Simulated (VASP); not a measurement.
# SiC (P6_3mc) in VASP: settings compared

Aim: see how the results for SiC move with the level of theory and the settings. Levels: PBEsol+D4, BLYP+D4. Tasks: single point.

Program: VASP 6.6.1. These are calculated values, not measurements. Logs are shortened: lines on timing, memory, paths and dates and some standing lists are left out, and cuts for length are marked.

### 1 The cell of the first run

The structure is hexagonal, space group P6_3mc (No. 186). The conventional cell has a = 3.096 Å, b = 3.096 Å, c = 10.137 Å, α = 90.00°, β = 90.00°, γ = 120.00°. Within 2.5 Å of Si (site symmetry 3m) lie 4 C at 1.89 to 1.90 Å. Within 2.5 Å of Si (site symmetry 3m) lie 4 C at 1.90 to 1.91 Å. Within 2.5 Å of C (site symmetry 3m) lie 4 Si at 1.90 Å. C (site symmetry 3m) has 4 Si at 1.89 to 1.91 Å within 2.5 Å.

### 2 Single point, PBEsol+D4

INCAR

```
SYSTEM = SiC
PREC = Accurate
ENCUT = 520
EDIFF = 1E-7
ISMEAR = -1
SIGMA = 0.05
LREAL = .FALSE.
LASPH = .TRUE.
NELM = 80
ALGO = Normal
ISIF = 2
LWAVE = .FALSE.
LCHARG = .FALSE.
GGA = PS
IVDW = 13
NBANDS = 26
```

KPOINTS

```
Automatic mesh
0
G
  10 10 3
  0 0 0
```

POSCAR

```
SiC
1.0
    3.0960635787      0.0000000000      0.0000000000
   -1.5480317893      2.6812697109      0.0000000000
    0.0000000000      0.0000000000     10.1373414467
Si C
4 4
Direct
    0.0000000000      0.0000000000      0.1878943800
    0.0000000000      0.0000000000      0.6878943800
    0.3333333333      0.6666666667      0.4378419800
    0.6666666667      0.3333333333      0.9378419800
    0.0000000000      0.0000000000      0.0004600500
    0.0000000000      0.0000000000      0.5004600500
    0.3333333333      0.6666666667      0.2498025900
    0.6666666667      0.3333333333      0.7498025900
```

Potentials or basis: VASP PAW PBE potentials, release 64 (Si, C).

The run is started by

```console
> cat potpaw_PBE.64/Si/POTCAR potpaw_PBE.64/C/POTCAR > POTCAR
> mpirun -np 1 vasp_std > vasp.out
```

OUTCAR:

```text
SYSTEM = SiC
   PREC = Accurate
   ENCUT = 520
   EDIFF = 1E-7
   ISMEAR = -1
   LREAL = .FALSE.
   LASPH = .TRUE.
   NELM = 80
   ISIF = 2
   GGA = PS
   IVDW = 13

 ion  position               nearest neighbor table
   1  0.000  0.000  0.188-   7 1.89   7 1.89   7 1.89   5 1.90   3 3.10   3 3.10   3 3.10   4 3.10
                             4 3.10   4 3.10
   2  0.000  0.000  0.688-   8 1.89   8 1.89   8 1.89   6 1.90   4 3.10   4 3.10   4 3.10   3 3.10
                             3 3.10   3 3.10
   3  0.333  0.667  0.438-   6 1.90   6 1.90   6 1.90   7 1.91   1 3.10   1 3.10   1 3.10   2 3.10
                             2 3.10   2 3.10
   4  0.667  0.333  0.938-   5 1.90   5 1.90   5 1.90   8 1.91   2 3.10   2 3.10   2 3.10   1 3.10
                             1 3.10   1 3.10
   5  0.000  0.000  0.000-   4 1.90   4 1.90   4 1.90   1 1.90
   6  0.000  0.000  0.500-   3 1.90   3 1.90   3 1.90   2 1.90
   7  0.333  0.667  0.250-   1 1.89   1 1.89   1 1.89   3 1.91
   8  0.667  0.333  0.750-   2 1.89   2 1.89   2 1.89   4 1.91

  LATTYP: Found a hexagonal cell.
 ALAT       =     3.0960635787
 C/A-ratio  =     3.2742678530

  Lattice vectors:

 A1 = (   3.0960635787,   0.0000000000,   0.0000000000)
 A2 = (  -1.5480317893,   2.6812697109,   0.0000000000)
 A3 = (   0.0000000000,   0.0000000000,  10.1373414467)

Analysis of symmetry for initial positions (statically):
=====================================================================
 Subroutine PRICEL returns:
 Original cell was already a primitive cell.

 Routine SETGRP: Setting up the symmetry group for a
 hexagonal supercell.

 Subroutine GETGRP returns: Found 12 space group operations
 (whereof  6 operations were pure point group operations)
 out of a pool of 24 trial point group operations.

The static configuration has the point symmetry C_3v.
 The point group associated with its full space group is C_6v.

Analysis of symmetry for dynamics (positions and initial velocities):
=====================================================================
 Subroutine PRICEL returns:
 Original cell was already a primitive cell.

 Routine SETGRP: Setting up the symmetry group for a
 hexagonal supercell.

 Subroutine GETGRP returns: Found 12 space group operations
 (whereof  6 operations were pure point group operations)
 out of a pool of 24 trial point group operations.

The dynamic configuration has the point symmetry C_3v.
 The point group associated with its full space group is C_6v.

 Subroutine INISYM returns: Found 12 space group operations
 (whereof  6 operations are pure point group operations),
 and found     1 'primitive' translations

----------------------------------------------------------------------------------------

                                     Primitive cell

  volume of cell :      84.1539

  direct lattice vectors                    reciprocal lattice vectors
     3.096063579  0.000000000  0.000000000     0.322990783  0.186478816  0.000000000
    -1.548031789  2.681269711  0.000000000     0.000000000  0.372957631  0.000000000
     0.000000000  0.000000000 10.137341447     0.000000000  0.000000000  0.098645193

  length of vectors
     3.096063579  3.096063579 10.137341447     0.372957631  0.372957631  0.098645193

  position of ions in fractional coordinates (direct lattice)
     0.000000000  0.000000000  0.187894380
     0.000000000  0.000000000  0.687894380
     0.333333333  0.666666667  0.437841980
     0.666666667  0.333333333  0.937841980
     0.000000000  0.000000000  0.000460050
     0.000000000  0.000000000  0.500460050
     0.333333333  0.666666667  0.249802590
     0.666666667  0.333333333  0.749802590

  ion indices of the primitive-cell ions
   primitive index   ion index
                 1           1
                 2           2
                 3           3
                 4           4
                 5           5
                 6           6
                 7           7
                 8           8

----------------------------------------------------------------------------------------

 KPOINTS: Automatic mesh

Automatic generation of k-mesh.
 Grid dimensions read from file:
 generate k-points for:   10   10    3

 Generating k-lattice:

  Cartesian coordinates                     Fractional coordinates (reciprocal lattice)
     0.032299078  0.018647882  0.000000000     0.100000000  0.000000000  0.000000000
     0.000000000  0.037295763  0.000000000     0.000000000  0.100000000  0.000000000
     0.000000000  0.000000000  0.032881731     0.000000000  0.000000000  0.333333333

  Length of vectors
     0.037295763  0.037295763  0.032881731

  Shift w.r.t. Gamma in fractional coordinates (k-lattice)
     0.000000000  0.000000000  0.000000000

 Subroutine IBZKPT returns following result:
 ===========================================

 Found     28 irreducible k-points:

 Following reciprocal coordinates:
            Coordinates               Weight
  0.000000  0.000000  0.000000      1.000000
  0.100000  0.000000  0.000000      6.000000
  0.200000  0.000000  0.000000      6.000000
  0.300000  0.000000  0.000000      6.000000
  0.400000  0.000000  0.000000      6.000000
  0.500000  0.000000  0.000000      3.000000
[... 16 lines left out ...]
  0.300000  0.100000  0.333333     24.000000
  0.400000  0.100000  0.333333     24.000000
 [... further k-points ...]
   k-points           NKPTS =     28   k-points in BZ     NKDIM =     28   number of bands    NBANDS=     26
   number of dos      NEDOS =    301   number of ions     NIONS =      8
   total plane-waves  NPLWV =  46080
   dimension x,y,z NGX =    24 NGY =   24 NGZ =   80
   dimension x,y,z NGXF=    48 NGYF=   48 NGZF=  160
   ions per type =               4   4
   NGX,Y,Z   is equivalent  to a cutoff of  12.89, 12.89, 13.12 a.u.
   NGXF,Y,Z  is equivalent  to a cutoff of  25.77, 25.77, 26.24 a.u.
 SYSTEM =  SiC
   PREC   = accura    normal or accurate (medium, high low for compatibility)
   ISTART =      0    job   : 0-new  1-cont  2-samecut
   ICHARG =      2    charge: 1-file 2-atom 10-const
   ISPIN  =      1    spin polarized calculation?
   LNONCOLLINEAR =      F non collinear calculations
   LSORBIT =      F    spin-orbit coupling
   LASPH  =      T    aspherical Exc in radial PAW
   ENCUT  =  520.0 eV  38.22 Ry    6.18 a.u.   5.76  5.76 18.85*2*pi/ulx,y,z
   NELM   =     80;   NELMIN=  2; NELMDL= -5     # of ELM steps
   EDIFF  = 0.1E-06   stopping-criterion for ELM
   LREAL  =      F    real-space projection
   EDIFFG = 0.1E-05   stopping-criterion for IOM
   NSW    =      0    number of steps for IOM
   IBRION =     -1    ionic relax: 0-MD 1-quasi-New 2-CG
   NFREE  =      0    steps in history (QN), initial steepest desc. (CG)
   ISIF   =      2    stress and relaxation
   ISYM   =      2    0-nonsym 1-usesym 2-fastsym
   POTIM  = 0.5000    time-step for ionic-motion
   TEBEG  =    0.0;   TEEND  =   0.0 temperature during run
   PSTRESS=    0.0 pullay stress
   NELECT =      32.0000    total number of electrons
   NUPDOWN=      -1.0000    fix difference up-down
   EMIN   =  10.00;   EMAX   =-10.00  energy-range for DOS
   EFERMI =   0.00;   METHOD = LEGACY
   ISMEAR =    -1;   SIGMA  =   0.05  broadening in eV -4-tet -1-fermi 0-gaus
   EFERMI_NEDOS =   21; number of points for ismear=-14 and -15
   IALGO  =     38    algorithm
   IMIX   =      4    mixing-type and parameters
     AMIX     =   0.40;   BMIX     =  1.00
     AMIX_MAG =   1.60;   BMIX_MAG =  1.00
  volume/ion in A,a.u.               =      10.52        70.99
  Fermi-wavevector in a.u.,A,eV,Ry     =   1.186042  2.241294 19.139251  1.406695
  Thomas-Fermi vector in A             =   2.322223
   LORBIT       =      0    0 simple, 1 ext, 2 COOP (PROOUT), +10 PAW based schemes
   GGA     = PS    functional components
   LHFCALC =     F    Hartree Fock is set to
   AEXX    =    0.0000 exact exchange contribution
   IVDW    =    13    specifies the selected vdW correction
   LEPSILON=     F    determine dielectric tensor
   LRPA    =     F    only Hartree local field effects (RPA)
 non-spin polarized calculation
  energy-cutoff  :      520.00
  volume of cell :       84.15
 maximum number of plane-waves:      2286
 NGX is ok and might be reduce to    24
   NGX = 11   NGY = 11   NGZ = 37

 number of electron      32.0000001 magnetization

 Free energy of the ion-electron system (eV)
  ---------------------------------------------------
  ext. energy  EPLUGINS =         0.00000000
  ---------------------------------------------------
  free energy    TOTEN  =       -63.65703731 eV

  energy without entropy =      -63.65703731  energy(sigma->0) =      -63.65703731

 E-fermi :   8.9480     XC(G=0): -11.4306

 val. band max:        7.9373617570   @ k =   0.0000   0.0000   0.0000
 cond. band min:      10.0417670716   @ k =   0.5000   0.0000   0.0000
 fundamental gap:      2.1044053146
 Fermi energy:         8.9480397074

 k-point     1 :       0.0000    0.0000    0.0000
  band No.  band energies     occupation
      1      -7.4327      2.00000
      2      -6.2657      2.00000
      3      -6.2309      2.00000
      4      -3.8922      2.00000
      5      -0.6438      2.00000
      6       3.5627      2.00000
[... 18 lines left out ...]
     25      15.1429      0.00000
     26      15.8283      0.00000

 k-point     2 :       0.1000    0.0000    0.0000
  band No.  band energies     occupation
      1      -7.2608      2.00000
      2      -6.0994      2.00000
      3      -6.0638      2.00000
      4      -3.7469      2.00000
      5      -0.4864      2.00000
      6       3.6120      2.00000
[... 18 lines left out ...]
     25      15.3632      0.00000
[... 608 lines left out ...]
     25      16.0515      0.00000
     26      17.0426      0.00000

 k-point    24 :       0.4000    0.1000    0.3333
  band No.  band energies     occupation
      1      -4.1223      2.00000
      2      -3.8348      2.00000
      3      -2.9372      2.00000
      4      -2.5670      2.00000
      5      -0.1754      2.00000
      6       0.1745      2.00000
[... 18 lines left out ...]
     25      15.7141      0.00000
     26      16.6126      0.00000

 [... further k-points ...]

------------------------ aborting loop because EDIFF is reached ----------------------------------------

  DFT-D4 for vdW energy calculation

  Edisp (eV):   -1.46799

  FORCE on cell =-STRESS in cart. coord.  units (eV):
  Direction    XX          YY          ZZ          XY          YZ          ZX
  --------------------------------------------------------------------------------------
  -------------------------------------------------------------------------------------
  Total      -3.04335    -3.04335    -3.07387    -0.00000     0.00000    -0.00000
  in kB     -57.94125   -57.94125   -58.52227    -0.00000     0.00000    -0.00000
  external pressure =      -58.13 kB  Pullay stress =        0.00 kB

 VOLUME and BASIS-vectors are now :
 -----------------------------------------------------------------------------
  energy-cutoff  :      520.00
  volume of cell :       84.15
      direct lattice vectors                 reciprocal lattice vectors
     3.096063579  0.000000000  0.000000000     0.322990783  0.186478816  0.000000000
    -1.548031789  2.681269711  0.000000000     0.000000000  0.372957631  0.000000000
     0.000000000  0.000000000 10.137341447     0.000000000  0.000000000  0.098645193

 POSITION                                       TOTAL-FORCE (eV/Angst)
 -----------------------------------------------------------------------------------
      0.00000      0.00000      1.90475         0.000000     -0.000000     -0.000286
      0.00000      0.00000      6.97342        -0.000000      0.000000     -0.000286
     -0.00000      1.78751      4.43855        -0.000000      0.000000      0.002415
      1.54803      0.89376      9.50722         0.000000      0.000000      0.002415
      0.00000      0.00000      0.00466         0.000000     -0.000000     -0.001848
      0.00000      0.00000      5.07333        -0.000000      0.000000     -0.001848
     -0.00000      1.78751      2.53233        -0.000000      0.000000     -0.000280
      1.54803      0.89376      7.60100        -0.000000     -0.000000     -0.000280
 -----------------------------------------------------------------------------------
    total drift:                                0.000000      0.000000     -0.000866

  FREE ENERGIE OF THE ION-ELECTRON SYSTEM (eV)
  ---------------------------------------------------
  free  energy   TOTEN  =       -65.1250228249 eV

  energy  without entropy=      -65.1250228249  energy(sigma->0) =      -65.12502282
```

Run time: 2.1 min. Hardware: 1 thread of Intel Xeon 8259CL, shared host; peak memory 0.21 GiB.

What came out:

- Free energy: -65.1250 eV
- Pressure: -5.8 GPa
- Band gap on the k mesh: 2.10 eV, indirect (least direct gap 3.23 eV)
- Dispersion energy per atom: -0.183 eV

Forces on the atoms (eV/Å):
```
Si   0.000  0.000  0.000
Si   0.000  0.000  0.000
Si   0.000  0.000  0.002
Si   0.000  0.000  0.002
C    0.000  0.000 -0.002
C    0.000  0.000 -0.002
C    0.000  0.000  0.000
C    0.000  0.000  0.000
```

Caveat: the PAW data sets were made with another functional, which shifts forces and pressure a little. As with any semilocal functional, this PBEsol gap is likely too small.

### 3 Single point, BLYP+D4

INCAR

```
AGGAC = 1.0 ; AGGAX = 1.0
ALDAC = 0.0 ; ALDAX = 1.0
ALGO = Normal ; EDIFF = 1E-6
ENCUT = 520 ; GGA = B5
ISIF = 2 ; ISMEAR = -1
IVDW = 13 ; LASPH = T
LCHARG = F ; LREAL = F
LWAVE = F ; NBANDS = 26
NELM = 60 ; PREC = Accurate
SIGMA = 0.05 ; VDW_A1 = 0.44488865
VDW_A2 = 4.0933009 ; VDW_S6 = 1.0
VDW_S8 = 2.34076671
```

KPOINTS

```
k-points
0
Gamma
  10 10 3
```

POSCAR is that of step 2.

Potentials or basis: VASP PAW PBE potentials, release 64 (Si, C).

The run is started by

```console
> cat potpaw_PBE.64/Si/POTCAR potpaw_PBE.64/C/POTCAR > POTCAR
> mpirun -np 1 vasp_std > vasp.out
```

It took 2.4 min on 1 thread of Intel Xeon 8259CL, shared host; peak memory 0.22 GiB.

Results (log left out):

* Free energy: -59.6786 eV
* Pressure: -3.7 GPa
* Largest force: 0.020 eV/Å
* Band gap on the k mesh: 2.53 eV, indirect (least direct gap 3.64 eV)
* Dispersion energy per atom: -0.631 eV

Forces on the atoms (eV/Å):
```
Si   0.000  0.000 -0.020
Si   0.000  0.000 -0.020
Si   0.000  0.000  0.017
Si   0.000  0.000  0.017
C    0.000  0.000  0.006
C    0.000  0.000  0.006
C    0.000  0.000 -0.003
C    0.000  0.000 -0.003
```

Stress tensor (GPa, compression positive):
```
-3.79  0.00  0.00
 0.00 -3.79  0.00
 0.00  0.00 -3.57
```

Levels at points of the mesh, in eV from the valence-band top:
```
           k point  band 13  band 14  band 15  band 16  band 17  band 18  band 19  band 20
(0.00, 0.00, 0.00)    -0.58    -0.05     0.00     0.00     5.09     5.66     6.27     6.29
(0.50, 0.00, 0.00)    -2.30    -2.17    -1.54    -1.11     2.53     2.63     4.42     4.81
```

Caveat: the PAW data sets were made with another functional, which shifts forces and pressure a little. A k mesh can miss the band edges.
